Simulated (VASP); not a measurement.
# MoS2 in VASP: notebook

Runs on MoS2. Level: PBE. Tasks: single point.

Everything below comes from runs of VASP 6.6.1. Logs are shortened: lines on timing, memory, paths and dates and some standing lists are left out, and cuts for length are marked.

## Step 1: The cell of the first run

The cell holds a slab with vacuum, 6 atoms: a = 3.169 Å, b = 3.169 Å, c = 14.324 Å, α = 90.00°, β = 90.00°, γ = 120.00°.

## Step 2: Single point, PBE

INCAR

```
PREC = Accurate ; ENCUT = 520
EDIFF = 1E-7 ; ISMEAR = -1
SIGMA = 0.15 ; LREAL = False
LASPH = True ; NELM = 80
ALGO = Normal ; ISIF = 2
LWAVE = False ; LCHARG = False
GGA = PE ; NBANDS = 35
```

KPOINTS

```
regular mesh
0
Gamma
  6 6 2
```

POSCAR

```
MoS2
1.0
    3.1690000000      0.0000000000      0.0000000000
   -1.5845000000      2.7444350000      0.0000000000
    0.0000000000      0.0000000000     14.3240000000
Mo S
2 4
Direct
    0.3333333333      0.6666666667      0.2150935493
    0.6666666667      0.3333333333      0.6452806479
    0.3333333333      0.6666666667      0.5360131248
    0.6666666667      0.3333333333      0.1058260262
    0.3333333333      0.6666666667      0.7545481709
    0.6666666667      0.3333333333      0.3243610723
```

Potentials or basis: VASP PAW PBE potentials, release 64 (Mo_sv, S).

Started as:

```bash
$ cat potpaw_PBE.64/Mo_sv/POTCAR potpaw_PBE.64/S/POTCAR > POTCAR
$ mpirun -np 1 vasp_std > vasp.out
```

OUTCAR:

```text
PREC = Accurate
   ENCUT = 520
   EDIFF = 1E-7
   ISMEAR = -1
   LREAL = False
   LASPH = True
   NELM = 80
   ISIF = 2
   GGA = PE

 ion  position               nearest neighbor table
   1  0.333  0.667  0.215-   6 2.41   6 2.41   4 2.41   4 2.41   6 2.41   4 2.41
   2  0.667  0.333  0.645-   5 2.41   5 2.41   3 2.41   3 2.41   5 2.41   3 2.41
   3  0.333  0.667  0.536-   2 2.41   2 2.41   2 2.41
   4  0.667  0.333  0.106-   1 2.41   1 2.41   1 2.41
   5  0.333  0.667  0.755-   2 2.41   2 2.41   2 2.41
   6  0.667  0.333  0.324-   1 2.41   1 2.41   1 2.41

  LATTYP: Found a hexagonal cell.
 ALAT       =     3.1690000000
 C/A-ratio  =     4.5200378668

  Lattice vectors:

 A1 = (   3.1690000000,   0.0000000000,   0.0000000000)
 A2 = (  -1.5845000000,   2.7444350000,   0.0000000000)
 A3 = (   0.0000000000,   0.0000000000,  14.3240000000)

Analysis of symmetry for initial positions (statically):
=====================================================================
 Subroutine PRICEL returns:
 Original cell was already a primitive cell.

 Routine SETGRP: Setting up the symmetry group for a
 hexagonal supercell.

 Subroutine GETGRP returns: Found 12 space group operations
 (whereof  6 operations were pure point group operations)
 out of a pool of 24 trial point group operations.

The static configuration has the point symmetry C_3v.
 The point group associated with its full space group is D_3d.

Analysis of symmetry for dynamics (positions and initial velocities):
=====================================================================
 Subroutine PRICEL returns:
 Original cell was already a primitive cell.

 Routine SETGRP: Setting up the symmetry group for a
 hexagonal supercell.

 Subroutine GETGRP returns: Found 12 space group operations
 (whereof  6 operations were pure point group operations)
 out of a pool of 24 trial point group operations.

The dynamic configuration has the point symmetry C_3v.
 The point group associated with its full space group is D_3d.

 Subroutine INISYM returns: Found 12 space group operations
 (whereof  6 operations are pure point group operations),
 and found     1 'primitive' translations

----------------------------------------------------------------------------------------

[... 88 lines left out ...]
   NELM   =     80;   NELMIN=  2; NELMDL= -5     # of ELM steps
   EDIFF  = 0.1E-06   stopping-criterion for ELM
   LREAL  =      F    real-space projection
   EDIFFG = 0.1E-05   stopping-criterion for IOM
   NSW    =      0    number of steps for IOM
   IBRION =     -1    ionic relax: 0-MD 1-quasi-New 2-CG
   NFREE  =      0    steps in history (QN), initial steepest desc. (CG)
   ISIF   =      2    stress and relaxation
   ISYM   =      2    0-nonsym 1-usesym 2-fastsym
   POTIM  = 0.5000    time-step for ionic-motion
   TEBEG  =    0.0;   TEEND  =   0.0 temperature during run
   PSTRESS=    0.0 pullay stress
   NELECT =      52.0000    total number of electrons
   NUPDOWN=      -1.0000    fix difference up-down
   EMIN   =  10.00;   EMAX   =-10.00  energy-range for DOS
   EFERMI =   0.00;   METHOD = LEGACY
   ISMEAR =    -1;   SIGMA  =   0.15  broadening in eV -4-tet -1-fermi 0-gaus
   EFERMI_NEDOS =   21; number of points for ismear=-14 and -15
   IALGO  =     38    algorithm
   IMIX   =      4    mixing-type and parameters
     AMIX     =   0.40;   BMIX     =  1.00
     AMIX_MAG =   1.60;   BMIX_MAG =  1.00
  volume/ion in A,a.u.               =      20.76       140.12
  Fermi-wavevector in a.u.,A,eV,Ry     =   1.223478  2.312038 20.366534  1.496898
  Thomas-Fermi vector in A             =   2.358587
   LORBIT       =      0    0 simple, 1 ext, 2 COOP (PROOUT), +10 PAW based schemes
   GGA     = PE    functional components
   LHFCALC =     F    Hartree Fock is set to
   AEXX    =    0.0000 exact exchange contribution
   IVDW    =     0    specifies the selected vdW correction
   LEPSILON=     F    determine dielectric tensor
   LRPA    =     F    only Hartree local field effects (RPA)
 non-spin polarized calculation
  energy-cutoff  :      520.00
  volume of cell :      124.58
 maximum number of plane-waves:      3372
 NGX is ok and might be reduce to    24
   NGX = 11   NGY = 11   NGZ = 53

 number of electron      51.9999997 magnetization

 Free energy of the ion-electron system (eV)
  ---------------------------------------------------
  ext. energy  EPLUGINS =         0.00000000
  ---------------------------------------------------
  free energy    TOTEN  =       -43.66104809 eV

  energy without entropy =      -43.65503018  energy(sigma->0) =      -43.65803914

 E-fermi :   5.9648     XC(G=0):  -9.6729

 val. band max:        5.5100452013   @ k =   0.0000   0.0000   0.0000
 cond. band min:       6.7504782119   @ k =   0.1667   0.1667   0.0000
 fundamental gap:      1.2404330107
 Fermi energy:         5.9647822681

 k-point     1 :       0.0000    0.0000    0.0000
  band No.  band energies     occupation
      1     -55.8021      2.00000
      2     -55.8021      2.00000
      3     -29.9534      2.00000
      4     -29.9534      2.00000
      5     -29.7302      2.00000
      6     -29.7302      2.00000
[... 521 lines left out ...]
     34       9.9521      0.00000
     35      12.0001      0.00000

------------------------ aborting loop because EDIFF is reached ----------------------------------------

  FORCE on cell =-STRESS in cart. coord.  units (eV):
  Direction    XX          YY          ZZ          XY          YZ          ZX
  --------------------------------------------------------------------------------------
  -------------------------------------------------------------------------------------
  Total        1.0575497      1.0575500      0.7815156     -0.0000000     -0.0000000     -0.0000000
  in kB       13.6010317     13.6010366     10.0509880     -0.0000000     -0.0000000     -0.0000000
  external PRESSURE =      12.4176854 kB  Pullay stress =       0.0000000 kB

 VOLUME and BASIS-vectors are now :
 -----------------------------------------------------------------------------
  energy-cutoff  :      520.00
  volume of cell :      124.58
      direct lattice vectors                 reciprocal lattice vectors
     3.169000000  0.000000000  0.000000000     0.315556958  0.182186862  0.000000000
    -1.584500000  2.744435000  0.000000000     0.000000000  0.364373724  0.000000000
     0.000000000  0.000000000 14.324000000     0.000000000  0.000000000  0.069812901

 POSITION                                       TOTAL-FORCE (eV/Angst)
 -----------------------------------------------------------------------------------
     -0.00000      1.82962      3.08100         0.000000     -0.000000     -0.038370
      1.58450      0.91481      9.24300         0.000000     -0.000000      0.038370
     -0.00000      1.82962      7.67785        -0.000000      0.000000      0.072052
      1.58450      0.91481      1.51585         0.000000      0.000000     -0.044396
     -0.00000      1.82962     10.80815        -0.000000      0.000000      0.044396
      1.58450      0.91481      4.64615         0.000000      0.000000     -0.072052
 -----------------------------------------------------------------------------------
    total drift:                               -0.000000      0.000000     -0.000001

  FREE ENERGIE OF THE ION-ELECTRON SYSTEM (eV)
  ---------------------------------------------------
  free  energy   TOTEN  =       -43.6610480928 eV

  energy  without entropy=      -43.6550301779  energy(sigma->0) =      -43.65803914
```

OSZICAR:

```text
N       E                     dE             d eps       ncg     rms          rms(c)
DAV:   1     0.429432987482E+03    0.42943E+03   -0.29152E+04  1100   0.138E+03
DAV:   2    -0.239180225644E+02   -0.45335E+03   -0.43925E+03  1193   0.352E+02
DAV:   3    -0.461300939677E+02   -0.22212E+02   -0.21815E+02  1205   0.713E+01
DAV:   4    -0.466238611760E+02   -0.49377E+00   -0.49255E+00  1173   0.110E+01
DAV:   5    -0.466372664120E+02   -0.13405E-01   -0.13400E-01  1197   0.176E+00    0.338E+01
DAV:   6    -0.444671818676E+02    0.21701E+01   -0.12666E+01  1062   0.226E+01    0.126E+01
DAV:   7    -0.440524589105E+02    0.41472E+00   -0.55053E+00  1071   0.148E+01    0.805E+00
DAV:   8    -0.436620475627E+02    0.39041E+00   -0.87685E-01  1073   0.634E+00    0.289E+00
DAV:   9    -0.436702849092E+02   -0.82373E-02   -0.10966E-01  1135   0.162E+00    0.130E+00
DAV:  10    -0.436612867235E+02    0.89982E-02   -0.33098E-02  1081   0.124E+00    0.381E-01
DAV:  11    -0.436612981963E+02   -0.11473E-04   -0.20187E-03  1056   0.242E-01    0.202E-01
DAV:  12    -0.436610768087E+02    0.22139E-03   -0.58589E-04  1098   0.135E-01    0.818E-02
DAV:  13    -0.436610511156E+02    0.25693E-04   -0.25264E-04  1141   0.759E-02    0.347E-02
DAV:  14    -0.436610492710E+02    0.18446E-05   -0.20500E-05  1062   0.263E-02    0.695E-03
DAV:  15    -0.436610481972E+02    0.10739E-05   -0.40286E-06   986   0.967E-03    0.571E-03
DAV:  16    -0.436610479400E+02    0.25720E-06   -0.73136E-07   968   0.503E-03    0.216E-03
DAV:  17    -0.436610480962E+02   -0.15621E-06   -0.86829E-08   758   0.176E-03    0.967E-04
DAV:  18    -0.436610480928E+02    0.33888E-08   -0.19375E-08   586   0.905E-04
   1 F= -.43661048E+02 E0= -.43658039E+02  d E =-.601791E-02
```

stdout:

```text
POSCAR found type information on POSCAR MoS
 POSCAR found :  2 types and       6 ions
 scaLAPACK will be used
 LDA part: xc-table for (Slater+PW92), standard interpolation
 POSCAR, INCAR and KPOINTS ok, starting setup
 FFT: planning ... GRIDC
 FFT: planning ... GRID_SOFT
 FFT: planning ... GRID
 WAVECAR not read
 entering main loop
```

Run time: 41 s. Hardware: 1 thread of Intel Xeon Platinum 8488C (Sapphire Rapids), shared host; peak memory 0.24 GiB.

What came out:

| Item | Value |
| --- | --- |
| Free energy | -43.6610 eV |
| Largest force | 0.072 eV/Å |
| Band gap on the k mesh | 1.24 eV, indirect (least direct gap 1.69 eV) |

Forces on the atoms (eV/Å):
```
Mo   0.000  0.000 -0.038
Mo   0.000  0.000  0.038
S    0.000  0.000  0.072
S    0.000  0.000 -0.044
S    0.000  0.000  0.044
S    0.000  0.000 -0.072
```

## Step 3: Single point, PBE

This run uses another cell than the first one, of 23.66 Å³/atom, 1.140 times its volume.

INCAR

```
ALGO     = Normal         # electronic algorithm
EDIFF    = 1E-6           # SCF threshold, eV
ENCUT    = 520            # plane-wave cutoff, eV
GGA      = PE             # functional
ISIF     = 2              # what is computed and relaxed
ISMEAR   = -1             # smearing method
LASPH    = T              # aspherical terms in the spheres
LCHARG   = F              # write CHGCAR
LREAL    = F              # projectors in reciprocal space
LWAVE    = F              # write WAVECAR
NBANDS   = 35             # bands
NELM     = 100            # most SCF steps
PREC     = Accurate       # precision mode
SIGMA    = 0.15           # smearing width, eV
```

KPOINTS

```
k-points
0
Gamma
  6 6 2
```

POSCAR

```
MoS2
1.0
    3.1690000000      0.0000000000      0.0000000000
   -1.5845000000      2.7444350000      0.0000000000
    0.0000000000      0.0000000000     16.3240000000
Mo S
2 4
Direct
    0.3333333333      0.6666666667      0.1887405048
    0.6666666667      0.3333333333      0.5662215143
    0.3333333333      0.6666666667      0.4703413379
    0.6666666667      0.3333333333      0.0928603284
    0.3333333333      0.6666666667      0.6621016908
    0.6666666667      0.3333333333      0.2846206812
```

Potentials or basis: VASP PAW PBE potentials, release 64 (Mo_sv, S).

Started as:

```bash
$ cat potpaw_PBE.64/Mo_sv/POTCAR potpaw_PBE.64/S/POTCAR > POTCAR
$ mpirun -np 1 vasp_std > vasp.out
```

It took 47 s on 1 thread of Intel Xeon Platinum 8488C (Sapphire Rapids), shared host; peak memory 0.26 GiB.

Results (log left out):

| Quantity | Value |
| --- | --- |
| Free energy | -43.6581 eV |
| Largest force | 0.072 eV/Å |
| Band gap on the k mesh | 1.28 eV, indirect (least direct gap 1.69 eV) |

Forces in eV/Å, atoms in the order of the input:
```
Mo   0.000  0.000 -0.039
Mo   0.000  0.000  0.039
S    0.000  0.000  0.072
S    0.000  0.000 -0.042
S    0.000  0.000  0.042
S    0.000  0.000 -0.072
```

Levels at points of the mesh, in eV from the valence-band top:
```tsv
k point	band 24	band 25	band 26	band 27	band 28	band 29
(0.00, 0.00, 0.00)	-1.73	-0.67	0.00	2.33	2.33	2.35
(0.50, 0.00, 0.00)	-1.35	-1.13	-1.07	1.84	1.86	2.29
(0.00, 0.00, 0.50)	-1.75	-0.66	-0.01	2.33	2.33	2.35
(0.50, 0.00, 0.50)	-1.35	-1.13	-1.07	1.84	1.86	2.29
```
